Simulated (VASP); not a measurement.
Crystal: Ru.

```xyz
2
Lattice="2.7095 0.0000 0.0000 -1.3547 2.3465 0.0000 0.0000 0.0000 4.2499" Properties=species:S:1:pos:R:3 pbc="T T T"
Ru    0.0000    1.5643    1.0625
Ru    1.3547    0.7822    3.1874
```

Base run:

| Property | Result |
| --- | --- |
| Program | VASP 6.6.1 |
| Functional | r2SCAN |
| Potentials or basis | VASP PAW PBE potentials, release 64 (Ru_sv) |
| Cutoff | 660 eV |
| k mesh | 10 × 10 × 6 |
| Occupations | fermi-dirac, width 0.1 eV |
| Spin | no spin polarisation |

Its results: band gap on the k mesh zero (band 16 reaches 16.78 eV, above the bottom of band 17 at 13.43 eV); pressure 0.1 GPa.

Question: The run is repeated on the same cell with these changes: potentials or basis from VASP PAW PBE potentials, release 64 (Ru_sv) to VASP PAW PBE potentials, release 64 (Ru_pv); cutoff from 660 eV to 520 eV; further incar settings from ALGO = Normal; EDIFF = 1e-06; NBANDS = 23 to ALGO = Normal; EDIFF = 1e-06; NBANDS = 21; valence electrons from 32 to 28. What comes out?

Answer: Band gap on the k mesh zero (band 14 reaches 14.46 eV, above the bottom of band 15 at 11.10 eV); pressure 1.5 GPa.

Caveats: the PAW data sets were made with another functional, which shifts forces and pressure a little.
